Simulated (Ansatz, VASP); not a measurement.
## SiC: VASP beside Ansatz

```
Si C
1.0
     0.00000    2.17805    2.17805
     2.14299    0.00000    2.17805
     2.14299    2.17805    0.00000
Si C
1 1
Direct
  0.00000 0.00000 0.00000
  0.25000 0.25000 0.25000
```

Change from the starting cell: uniaxial_x strain -1.6%.

Alike in both runs: task single point; functional HSE06; k mesh 8 × 8 × 8; no spin polarisation.

|  | VASP | Ansatz |
| --- | --- | --- |
| version | VASP 6.6.1 | Ansatz 0.2.0 |
| potentials or method | VASP PAW PBE potentials, release 64 (Si, C) | plane waves, PAW |
| plane-wave cutoff (eV) | 520 | 420 |
| occupations | gaussian, width 0.01 eV | fixed |
| valence electrons in the cell | 8 | 8 |

|  | VASP | Ansatz | Ansatz less VASP |
| --- | --- | --- | --- |
| gap on the k mesh at the Fermi level (eV) | 2.04 | 2.04 | -0.003 |
| pressure (GPa) | 2.3 | 2.7 | +0.42 |
| traceless stress, the component that is largest in VASP (GPa) | 2.91 | 2.89 | -0.017 |

Ansatz's warnings: stress exchange threshold loose, stress scf threshold loose.
